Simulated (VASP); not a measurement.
Write the native input for VASP 6.6.1 that does the following.

```yaml
Task: relaxation of the atoms
Functional: PBE
Potentials_or_basis: VASP PAW PBE potentials, release 64 (Al)
Cutoff: 520 eV
k_mesh: 6 × 6 × 1
Occupations: gaussian, width 0.1 eV
Spin: no spin polarisation
Dipole_correction: yes
Atoms_held_fixed_from_0: "[0, 1, 2, 3]"
Further_INCAR_settings: ALGO = Normal; EDIFF = 1e-07; IBRION = 2; EDIFFG = -0.03; NSW = 90
```

The structure of Al lies in POSCAR:

```
Al
1.0
    5.7143027680      0.0000000000      0.0000000000
   -2.8571513840      4.9487313620      0.0000000000
    0.0000000000      0.0000000000     21.6657086725
Al
12
Selective dynamics
Direct
    0.3333333333      0.1666666667      0.3923250390  F F F
    0.3333333333      0.6666666667      0.3923250390  F F F
    0.8333333333      0.1666666667      0.3923250390  F F F
    0.8333333333      0.6666666667      0.3923250390  F F F
    0.6666666667      0.3333333333      0.5000000000  T T T
    0.6666666667      0.8333333333      0.5000000000  T T T
    0.1666666667      0.3333333333      0.5000000000  T T T
    0.1666666667      0.8333333333      0.5000000000  T T T
    0.0000000000      0.5000000000      0.6076749610  T T T
    0.0000000000      0.0000000000      0.6076749610  T T T
    0.5000000000      0.5000000000      0.6076749610  T T T
    0.5000000000      0.0000000000      0.6076749610  T T T
```

One way to write it, as run:

INCAR

```
PREC = Accurate
ENCUT = 520
EDIFF = 1E-7
ISMEAR = 0
SIGMA = 0.1
LREAL = F
LASPH = T
NELM = 60
ALGO = Normal
ISIF = 2
LWAVE = F
LCHARG = F
LDIPOL = T
IDIPOL = 3
DIPOL = 0.5 0.5 0.500
GGA = PE
IBRION = 2
NSW = 90
EDIFFG = -0.03
```

KPOINTS

```
Automatic mesh
0
Gamma
  6 6 1
```

Potentials or basis: VASP PAW PBE potentials, release 64 (Al).

Command:

```bash
$ cat potpaw_PBE.64/Al/POTCAR > POTCAR
$ mpirun -np 1 vasp_std > vasp.out
```

It gave:

```json
{"Energy gained by relaxing": "1.2 meV/atom", "Ionic steps": "9", "Band gap on the k mesh": "zero (bands 18 and 19 overlap by 1.02 eV)"}
```

Run time: 14 min on 1 thread of Intel(R) Xeon(R) 6975P-C (Granite Rapids) (shared host), peak memory 0.65 GiB.
